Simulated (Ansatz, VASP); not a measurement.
# Two plane-wave programs on Al

```
Al
1.0
    -1.60632    1.60632   -1.60632
    -1.60632   -1.60632    1.60632
    -1.44569    5.62211    7.22843
Al
4
Cartesian
  0.0000 5.6221 5.6221
  -1.6063 0.8032 0.8032
  0.0000 2.4095 2.4095
  -1.6063 4.0158 4.0158
```

Alike in both runs: task single point; functional PBEsol; k mesh 16 × 16 × 5; occupations gaussian, width 0.15 eV; no spin polarisation.

```csv
,VASP,Ansatz
version,VASP 6.6.1,Ansatz 0.2.0
potentials or method,"VASP PAW PBE potentials, release 64 (Al), cutoff 520 eV","scalar-relativistic, plane waves, PAW"
valence electrons in the cell,12,12
```

```csv
,VASP,Ansatz,Ansatz less VASP
gap on the k mesh at the Fermi level (eV),none,none,-
pressure (GPa),1.0,0.9,-0.08
"traceless stress, the component that is largest in VASP (GPa)",3.07,3.05,-0.020
rms of the force components (eV/Å),0.253,0.251,-0.0018
```

VASP's potentials were made for PBE, not for PBEsol, and Ansatz warns of the same on its side. Atom by atom the forces differ by 0.002 eV/Å (rms over components). A gap of «none» marks a metal or a gap that the smearing closes. The functional is the same, so the differences come from potentials, cutoffs and numerics.
